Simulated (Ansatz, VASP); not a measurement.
**BAs in VASP and in Ansatz**

The input INCAR:

```
PREC = Accurate ; ENCUT = 600
EDIFF = 1E-7 ; ISMEAR = -1
SIGMA = 0.05 ; LREAL = F
LASPH = T ; NELM = 80
ALGO = Normal ; ISIF = 3
LWAVE = F ; LCHARG = F
IBRION = 2 ; NSW = 60
EDIFFG = -0.005
```

The input KPOINTS:

```
regular mesh
0
Gamma
  15 15 15
```

File POSCAR:

```
BAs
1.0
    0.0000000000      2.4061959241      2.4061959241
    2.4061959241      0.0000000000      2.4061959241
    2.4061959241      2.4061959241      0.0000000000
B As
1 1
Direct
    0.0000000000      0.0000000000      0.0000000000
    0.2500000000      0.2500000000      0.2500000000
```

Input for Ansatz:

```yaml
crystal:
  lattice:
    - [0.0, 2.4061959241, 2.4061959241]
    - [2.4061959241, 0.0, 2.4061959241]
    - [2.4061959241, 2.4061959241, 0.0]
  atoms:
    - { symbol: B, position: [0.0, 0.0, 0.0] }
    - { symbol: As, position: [0.25, 0.25, 0.25] }
kpoints:
  mp_grid: { grid: [15, 15, 15] }
scf:
  occupations: { method: fermi_dirac, width: 0.05 }
hamiltonian:
  xc: lda
  pseudopotentials: { kind: paw }
output:
  forces: true
  stress: true
relax:
  f_tol: 0.005
  max_steps: 40
  cell: {}
```

Alike in both runs: task relaxation of cell and atoms; functional LDA; k mesh 15 × 15 × 15; occupations fermi-dirac, width 0.05 eV; no spin polarisation.

|  | VASP | Ansatz |
| --- | --- | --- |
| version | VASP 6.6.1 | Ansatz 0.2.0 |
| potentials or method | VASP PAW LDA potentials, release 64 (B, As) | PAW with Ansatz's default frozen-core files, scalar-relativistic |
| plane-wave cutoff (eV) | 600 | 420 |
| valence electrons in the cell | 8 | 18 |

```tsv
	VASP	Ansatz	Ansatz less VASP
relaxed volume (Å³/atom)	13.33	13.25	-0.083
relaxed cell length with the largest relative difference (Å)	3.353	3.346	-0.0070
```

LDA's correlation is that of Perdew and Zunger in VASP and of Perdew and Wang (1992) in Ansatz. VASP's potentials hold 8 valence electrons a cell and Ansatz's 18, so a difference there can come from the potentials and not from the codes.
